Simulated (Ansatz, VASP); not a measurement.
Given: the input of a run of VASP 6.6.1 on MgC2.

Contents of INCAR:

```
PREC = Accurate ; ENCUT = 1300
EDIFF = 1E-6 ; ISMEAR = -1
SIGMA = 0.05 ; LREAL = False
LASPH = True ; NELM = 120
ALGO = Normal ; ISIF = 2
LWAVE = False ; LCHARG = False
GGA = PE ; NBANDS = 27
GGA_COMPAT = False
```

The input KPOINTS:

```
Automatic mesh
0
Gamma
  5 5 5
```

The input POSCAR:

```
MgC2
1.0
    3.9507770000      0.0000000000      0.0000000000
    0.0000000000      3.9507770000      0.0000000000
    0.0000000000      0.0000000000      4.9372181100
Mg C
2 4
Direct
    0.0000000000      0.0000000000      0.5000000000
    0.5000000000      0.5000000000      0.0000000000
    0.3876550000      0.6123450000      0.5000000000
    0.1123450000      0.1123450000      0.0000000000
    0.6123450000      0.3876550000      0.5000000000
    0.8876550000      0.8876550000      0.0000000000
```

Potentials or basis: VASP PAW PBE potentials, release 64 (Mg_sv, C_h).

Launch:

```console
$ cat potpaw_PBE.64/Mg_sv/POTCAR potpaw_PBE.64/C_h/POTCAR > POTCAR
$ mpirun -np 1 vasp_std > vasp.out
```

Question: Translate it to Ansatz 0.2.0. Potentials there: Ansatz PAW.

Answer: As run (the cutoff follows the program's own potentials):

input.yaml

```yaml
crystal:
  lattice:
    - [3.950777, 0.0, 0.0]
    - [0.0, 3.950777, 0.0]
    - [0.0, 0.0, 4.93721811]
  atoms:
    - { symbol: Mg, position: [0.0, 0.0, 0.5] }
    - { symbol: Mg, position: [0.5, 0.5, 0.0] }
    - { symbol: C, position: [0.387655, 0.612345, 0.5] }
    - { symbol: C, position: [0.112345, 0.112345, 0.0] }
    - { symbol: C, position: [0.612345, 0.387655, 0.5] }
    - { symbol: C, position: [0.887655, 0.887655, 0.0] }
hamiltonian:
  xc: pbe
  pseudopotentials: { kind: paw }
kpoints:
  mp_grid: { grid: [5, 5, 5] }
scf:
  occupations: { method: fermi_dirac, width: 0.05 }
output:
  forces: true
  stress: true
  eigenvalues: true
```

Potentials or basis: Ansatz PAW.

Launch:

```console
$ ansatz run input.yaml --threads 2 --pin off --max-ram 5632MiB --backend cpu --events-out ev --progress --plain --runs-dir out
```

Both were run:

|  | VASP | Ansatz | Ansatz less VASP |
| --- | --- | --- | --- |
| gap on the k mesh at the Fermi level (eV) | 2.60 | 2.60 | +0.001 |
| least direct gap on the mesh (eV) | 2.91 | 2.91 | +0.001 |
| pressure (GPa) | 0.2 | 0.2 | +0.01 |
| traceless stress, the component that is largest in VASP (GPa) | 0.82 | 0.79 | -0.029 |
| rms of the force components (eV/Å) | 0.079 | 0.065 | -0.0144 |

Atom by atom the forces differ by 0.014 eV/Å (rms over components).

Noted on Ansatz's run: odd divisions of the mesh miss points on the zone boundary, where band edges often lie, so the gap on the mesh can be too wide.
